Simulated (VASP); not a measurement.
# Si (I4_1/amd) in VASP: a series of runs

Runs on Si. Level: LDA. Tasks: electric field gradients.

Program: VASP 6.6.1. These are calculated values, not measurements. Logs are shortened: lines on timing, memory, paths and dates and some standing lists are left out, and cuts for length are marked.

## 1. The cell of the first run

It takes space group I4_1/amd (No. 141, tetragonal). The conventional cell has a = 3.840 Å, b = 3.840 Å, c = 5.268 Å, α = 90.00°, β = 90.00°, γ = 90.00°. Si (site symmetry -4m2) has 4 Si at 2.33 Å within 3.1 Å.

## 2. Electric field gradients, LDA (zz strain of -3 %)

The input, INCAR:

```
PREC = Accurate ; ENCUT = 520
EDIFF = 1E-8 ; ISMEAR = -1
SIGMA = 0.08 ; LREAL = F
LASPH = T ; NELM = 80
ALGO = Normal ; ISIF = 2
LWAVE = F ; LCHARG = F
GGA = CA ; LEFG = T
NBANDS = 11
```

The input, KPOINTS:

```
regular mesh
0
Gamma
  11 11 11
```

The input, POSCAR:

```
Si
1.0
    0.0000000000      2.7154700000      2.6340059000
    2.7154700000      0.0000000000      2.6340059000
    2.7154700000      2.7154700000      0.0000000000
Si
2
Direct
    0.5000000000      0.5000000000      0.5000000000
    0.7500000000      0.7500000000      0.7500000000
```

Potentials or basis: VASP PAW LDA potentials, release 64 (Si).

Launch:

```bash
$ cat potpaw_LDA.64/Si/POTCAR > POTCAR
$ mpirun -np 1 vasp_std > vasp.out
```

OUTCAR:

```text
PREC = Accurate
   ENCUT = 520
   EDIFF = 1E-8
   ISMEAR = -1
   LREAL = F
   LASPH = T
   NELM = 80
   ISIF = 2
   GGA = CA

 ion  position               nearest neighbor table
   1  0.500  0.500  0.500-   2 2.33   2 2.33   2 2.33   2 2.33
   2  0.750  0.750  0.750-   1 2.33   1 2.33   1 2.33   1 2.33

  LATTYP: Found a body centered tetragonal cell.
 ALAT       =     3.8402545022
 C/A-ratio  =     1.3717871555

  Lattice vectors:

 A1 = (   0.0000000000,  -2.7154700000,  -2.6340059000)
 A2 = (   0.0000000000,   2.7154700000,  -2.6340059000)
 A3 = (   2.7154700000,   0.0000000000,   2.6340059000)

Analysis of symmetry for initial positions (statically):
=====================================================================
 Subroutine PRICEL returns:
 Original cell was already a primitive cell.

 Routine SETGRP: Setting up the symmetry group for a
 body centered tetragonal supercell.

 Subroutine GETGRP returns: Found 16 space group operations
 (whereof  8 operations were pure point group operations)
 out of a pool of 16 trial point group operations.

The static configuration has the point symmetry D_2d.
 The point group associated with its full space group is D_4h.

Analysis of symmetry for dynamics (positions and initial velocities):
=====================================================================
 Subroutine PRICEL returns:
 Original cell was already a primitive cell.

 Routine SETGRP: Setting up the symmetry group for a
 body centered tetragonal supercell.

 Subroutine GETGRP returns: Found 16 space group operations
 (whereof  8 operations were pure point group operations)
 out of a pool of 16 trial point group operations.

The dynamic configuration has the point symmetry D_2d.
 The point group associated with its full space group is D_4h.

 Subroutine INISYM returns: Found 16 space group operations
 (whereof  8 operations are pure point group operations),
 and found     1 'primitive' translations

----------------------------------------------------------------------------------------

                                     Primitive cell

  volume of cell :      38.8451

  direct lattice vectors                    reciprocal lattice vectors
     0.000000000  2.715470000  2.634005900    -0.184130187  0.184130187  0.189824935
     2.715470000  0.000000000  2.634005900     0.184130187 -0.184130187  0.189824935
     2.715470000  2.715470000  0.000000000     0.184130187  0.184130187 -0.189824935

  length of vectors
     3.783089267  3.783089267  3.840254502     0.322244252  0.322244252  0.322244252

  position of ions in fractional coordinates (direct lattice)
     0.500000000  0.500000000  0.500000000
     0.750000000  0.750000000  0.750000000

  ion indices of the primitive-cell ions
   primitive index   ion index
                 1           1
                 2           2

----------------------------------------------------------------------------------------

 KPOINTS: regular mesh

Automatic generation of k-mesh.
 Grid dimensions read from file:
 generate k-points for:   11   11   11

 Generating k-lattice:

  Cartesian coordinates                     Fractional coordinates (reciprocal lattice)
    -0.016739108  0.016739108  0.017256812     0.090909091  0.000000000  0.000000000
     0.016739108 -0.016739108  0.017256812     0.000000000  0.090909091  0.000000000
     0.016739108  0.016739108 -0.017256812    -0.000000000 -0.000000000  0.090909091

  Length of vectors
     0.029294932  0.029294932  0.029294932

  Shift w.r.t. Gamma in fractional coordinates (k-lattice)
     0.000000000  0.000000000  0.000000000

 Subroutine IBZKPT returns following result:
 ===========================================

 Found    126 irreducible k-points:

 Following reciprocal coordinates:
            Coordinates               Weight
  0.000000  0.000000  0.000000      1.000000
  0.090909 -0.000000  0.000000      8.000000
  0.181818  0.000000  0.000000      8.000000
  0.272727 -0.000000  0.000000      8.000000
  0.363636 -0.000000  0.000000      8.000000
  0.454545  0.000000  0.000000      8.000000
[... 16 lines left out ...]
 -0.272727  0.181818  0.000000      8.000000
 -0.181818  0.181818  0.000000      4.000000
 [... further k-points ...]
   k-points           NKPTS =    126   k-points in BZ     NKDIM =    126   number of bands    NBANDS=     11
   number of dos      NEDOS =    301   number of ions     NIONS =      2
   total plane-waves  NPLWV =  23520
   dimension x,y,z NGX =    28 NGY =   28 NGZ =   30
   dimension x,y,z NGXF=    56 NGYF=   56 NGZF=   60
   ions per type =               2
   NGX,Y,Z   is equivalent  to a cutoff of  12.30, 12.30, 12.99 a.u.
   NGXF,Y,Z  is equivalent  to a cutoff of  24.61, 24.61, 25.97 a.u.
 SYSTEM =  unknown system
   PREC   = accura    normal or accurate (medium, high low for compatibility)
   ISTART =      0    job   : 0-new  1-cont  2-samecut
   ICHARG =      2    charge: 1-file 2-atom 10-const
   ISPIN  =      1    spin polarized calculation?
   LNONCOLLINEAR =      F non collinear calculations
   LSORBIT =      F    spin-orbit coupling
   LASPH  =      T    aspherical Exc in radial PAW
   ENCUT  =  520.0 eV  38.22 Ry    6.18 a.u.   7.03  7.03  7.14*2*pi/ulx,y,z
   NELM   =     80;   NELMIN=  2; NELMDL= -5     # of ELM steps
   EDIFF  = 0.1E-07   stopping-criterion for ELM
   LREAL  =      F    real-space projection
   EDIFFG = 0.1E-06   stopping-criterion for IOM
   NSW    =      0    number of steps for IOM
   IBRION =     -1    ionic relax: 0-MD 1-quasi-New 2-CG
   NFREE  =      0    steps in history (QN), initial steepest desc. (CG)
   ISIF   =      2    stress and relaxation
   ISYM   =      2    0-nonsym 1-usesym 2-fastsym
   POTIM  = 0.5000    time-step for ionic-motion
   TEBEG  =    0.0;   TEEND  =   0.0 temperature during run
   PSTRESS=    0.0 pullay stress
   NELECT =       8.0000    total number of electrons
   NUPDOWN=      -1.0000    fix difference up-down
   EMIN   =  10.00;   EMAX   =-10.00  energy-range for DOS
   EFERMI =   0.00;   METHOD = LEGACY
   ISMEAR =    -1;   SIGMA  =   0.08  broadening in eV -4-tet -1-fermi 0-gaus
   EFERMI_NEDOS =   21; number of points for ismear=-14 and -15
   IALGO  =     38    algorithm
   IMIX   =      4    mixing-type and parameters
     AMIX     =   0.40;   BMIX     =  1.00
     AMIX_MAG =   1.60;   BMIX_MAG =  1.00
  volume/ion in A,a.u.               =      19.42       131.07
  Fermi-wavevector in a.u.,A,eV,Ry     =   0.966776  1.826942 12.716767  0.934656
  Thomas-Fermi vector in A             =   2.096606
   LORBIT       =      0    0 simple, 1 ext, 2 COOP (PROOUT), +10 PAW based schemes
   GGA     = CA    functional components
   LHFCALC =     F    Hartree Fock is set to
   AEXX    =    0.0000 exact exchange contribution
   IVDW    =     0    specifies the selected vdW correction
   LEPSILON=     F    determine dielectric tensor
   LRPA    =     F    only Hartree local field effects (RPA)
 non-spin polarized calculation
  energy-cutoff  :      520.00
  volume of cell :       38.85
 maximum number of plane-waves:      1066
   NGX = 13   NGY = 13   NGZ = 15

 number of electron       8.0000000 magnetization

 Free energy of the ion-electron system (eV)
  ---------------------------------------------------
  ext. energy  EPLUGINS =         0.00000000
  ---------------------------------------------------
  free energy    TOTEN  =       -11.91014876 eV

  energy without entropy =      -11.90919256  energy(sigma->0) =      -11.90967066

 E-fermi :   6.2572     XC(G=0):  -9.7213

 val. band max:        6.2229549378   @ k =   0.0000   0.0000   0.0000
 cond. band min:       6.3432745687   @ k =   0.4545   0.4545   0.0000
 fundamental gap:      0.1203196309
 Fermi energy:         6.2572428537

 k-point     1 :       0.0000    0.0000    0.0000
  band No.  band energies     occupation
      1      -6.0828      2.00000
      2       6.0150      1.90762
      3       6.0150      1.90761
      4       6.2230      1.21108
      5       8.5530      0.00000
      6       8.6615      0.00000
      7       8.6615      0.00000
      8       9.6317      0.00000
      9      13.5476      0.00000
     10      13.8934      0.00000
     11      14.0959      0.00000

 k-point     2 :       0.0909   -0.0000    0.0000
  band No.  band energies     occupation
      1      -5.9717      2.00000
      2       5.0780      2.00000
      3       5.8335      1.99003
      4       5.9940      1.92824
      5       8.6499      0.00000
      6       8.8738      0.00000
      7       8.9123      0.00000
      8      10.3778      0.00000
      9      13.2515      0.00000
     10      13.7265      0.00000
     11      14.3676      0.00000

 k-point     3 :       0.1818    0.0000    0.0000
  band No.  band energies     occupation
      1      -5.6422      2.00000
      2       3.3721      2.00000
      3       5.4649      1.99990
      4       5.6571      1.99890
      5       8.3655      0.00000
      6       9.3618      0.00000
      7       9.3676      0.00000
      8      11.9266      0.00000
      9      12.9656      0.00000
     10      13.2692      0.00000
     11      15.1338      0.00000

 k-point     4 :       0.2727   -0.0000    0.0000
  band No.  band energies     occupation
      1      -5.1104      2.00000
      2       1.6739      2.00000
      3       5.1145      2.00000
      4       5.3475      1.99998
      5       8.0127      0.00000
      6       9.5256      0.00000
      7       9.6731      0.00000
      8      13.3475      0.00000
      9      13.3964      0.00000
     10      13.5123      0.00000
     11      14.9494      0.00000
[... 239 lines left out ...]
 k-point    22 :      -0.3636    0.1818    0.0000
  band No.  band energies     occupation
      1      -3.6094      2.00000
      2      -0.3702      2.00000
      3       2.8708      2.00000
      4       4.3961      2.00000
      5       8.1139      0.00000
      6      10.4660      0.00000
      7      10.5215      0.00000
      8      13.9119      0.00000
      9      13.9236      0.00000
     10      14.5599      0.00000
     11      17.6636      0.00000

 k-point    23 :      -0.2727    0.1818    0.0000
  band No.  band energies     occupation
      1      -4.3145      2.00000
      2       0.8010      2.00000
      3       2.9291      2.00000
      4       4.8006      2.00000
      5       8.5156      0.00000
      6      10.2886      0.00000
      7      10.5654      0.00000
      8      12.5334      0.00000
      9      12.5420      0.00000
     10      16.1727      0.00000
     11      17.8688      0.00000

 k-point    24 :      -0.1818    0.1818    0.0000
  band No.  band energies     occupation
      1      -4.9463      2.00000
      2       2.0167      2.00000
      3       3.4066      2.00000
      4       5.2431      1.99999
      5       8.9110      0.00000
      6       9.8443      0.00000
      7      10.2639      0.00000
      8      11.8337      0.00000
      9      12.0173      0.00000
     10      15.9669      0.00000
     11      16.8151      0.00000

 [... further k-points ...]

------------------------ aborting loop because EDIFF is reached ----------------------------------------

  FORCE on cell =-STRESS in cart. coord.  units (eV):
  Direction    XX          YY          ZZ          XY          YZ          ZX
  --------------------------------------------------------------------------------------
  -------------------------------------------------------------------------------------
  Total        0.1306322      0.1306322      0.7860779      0.0000000      0.0000000     -0.0000000
  in kB        5.3879554      5.3879554     32.4219694      0.0000000      0.0000000     -0.0000000
  external PRESSURE =      14.3992934 kB  Pullay stress =       0.0000000 kB

 VOLUME and BASIS-vectors are now :
 -----------------------------------------------------------------------------
  energy-cutoff  :      520.00
  volume of cell :       38.85
      direct lattice vectors                 reciprocal lattice vectors
     0.000000000  2.715470000  2.634005900    -0.184130187  0.184130187  0.189824935
     2.715470000  0.000000000  2.634005900     0.184130187 -0.184130187  0.189824935
     2.715470000  2.715470000  0.000000000     0.184130187  0.184130187 -0.189824935

 POSITION                                       TOTAL-FORCE (eV/Angst)
 -----------------------------------------------------------------------------------
      2.71547      2.71547      2.63401        -0.000000     -0.000000      0.000000
      4.07320      4.07320      3.95101         0.000000      0.000000     -0.000000
 -----------------------------------------------------------------------------------
    total drift:                                0.000000      0.000000     -0.000000

  FREE ENERGIE OF THE ION-ELECTRON SYSTEM (eV)
  ---------------------------------------------------
  free  energy   TOTEN  =       -11.9101487638 eV

  energy  without entropy=      -11.9091925620  energy(sigma->0) =      -11.90967066

 Electric field gradients (V/A^2)
---------------------------------------------------------------------
 ion       V_xx      V_yy      V_zz      V_xy      V_xz      V_yz
---------------------------------------------------------------------
   1      -0.212    -0.212     0.424    -0.000    -0.000    -0.000
   2      -0.212    -0.212     0.424    -0.000    -0.000    -0.000
---------------------------------------------------------------------

 Electric field gradients after diagonalization (V/A^2)
 (convention: |V_zz| > |V_xx| > |V_yy|)
----------------------------------------------------------------------
 ion       V_xx      V_yy      V_zz     asymmetry (V_yy - V_xx)/ V_zz
----------------------------------------------------------------------
   1      -0.212    -0.212     0.424       0.000
   2      -0.212    -0.212     0.424       0.000
----------------------------------------------------------------------

           NMR quadrupolar parameters

 Cq : quadrupolar parameter    Cq=e*Q*V_zz/h
 eta: asymmetry parameters     (V_yy - V_xx)/ V_zz
 Q  : nuclear electric quadrupole moment in mb (millibarn)
----------------------------------------------------------------------
 ion       Cq(MHz)       eta       Q (mb)
----------------------------------------------------------------------
   1       0.001       0.000       1.000
   2       0.001       0.000       1.000
----------------------------------------------------------------------
```

It took 82 s on 1 thread of AMD EPYC 7R13, shared host; peak memory 0.13 GiB.

What came out:

| Item | Value |
| --- | --- |
| Free energy | -11.9101 eV |
| Pressure | 1.4 GPa |
| Band gap on the k mesh | 0.12 eV (least direct gap 2.33 eV) |
| Largest electric field gradient by atom | Si +0.4 V/Å² |

Electric field gradients, principal values (V/Å²):
| atom | least | middle | greatest (by size) |
| --- | --- | --- | --- |
| 1 Si | -0.212 | -0.212 | 0.424 |
| 2 Si | -0.212 | -0.212 | 0.424 |

Caveat: the cell differs from its parent crystal (zz strain of -3 %); without QUAD_EFG the Cq values of the log hold for a quadrupole moment of 1 mb, not for the nuclei; an odd mesh through Γ misses points on the zone boundary, where band edges can lie.

(Continued in part 2 of 2.)
